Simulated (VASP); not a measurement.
Input of a VASP 6.6.1 run:

File INCAR:

```
SYSTEM = Na
  PREC = Accurate
  ENCUT = 600
  EDIFF = 1E-7
  ISMEAR = 1
  SIGMA = 0.1
  LREAL = .False.
  LASPH = .True.
  NELM = 60
  ALGO = Normal
  ISIF = 3
  LWAVE = .False.
  LCHARG = .False.
  GGA = PS
  IBRION = 2
  NSW = 80
  EDIFFG = -0.01
  PSTRESS = 200.0
```

Contents of KPOINTS:

```
regular mesh
0
Gamma
  12 12 12
  0 0 0
```

The input POSCAR:

```
Na
1.0
    3.5100000000      0.0000000000      0.0000000000
    0.0000000000      3.5100000000      0.0000000000
    0.0000000000      0.0000000000      3.5100000000
Na
1
Direct
    0.0000000000      0.0000000000      0.0000000000
```

Potentials or basis: VASP PAW PBE potentials, release 64 (Na_pv).

Run with:

```console
$ cat potpaw_PBE.64/Na_pv/POTCAR > POTCAR
$ mpirun -np 1 vasp_std > vasp.out
```

(1) Estimate the relaxed cell.

(2) Estimate the band gap on the k mesh.

(3) What does it give for the relaxed volume?

Answers

(1) a = 2.626 Å, b = 2.626 Å, c = 2.626 Å, α = 90.00°, β = 90.00°, γ = 90.00°.

(2) zero (an odd number of electrons rules out a gap without spin polarisation).

(3) 18.11 Å³/atom.

Caveat: the cell is relaxed towards a set pressure, so the run minimises the enthalpy, not the energy; the volume moved by over 15 % at a fixed basis, so the end points are rough; the PAW data sets were made with another functional, which shifts forces and pressure a little.
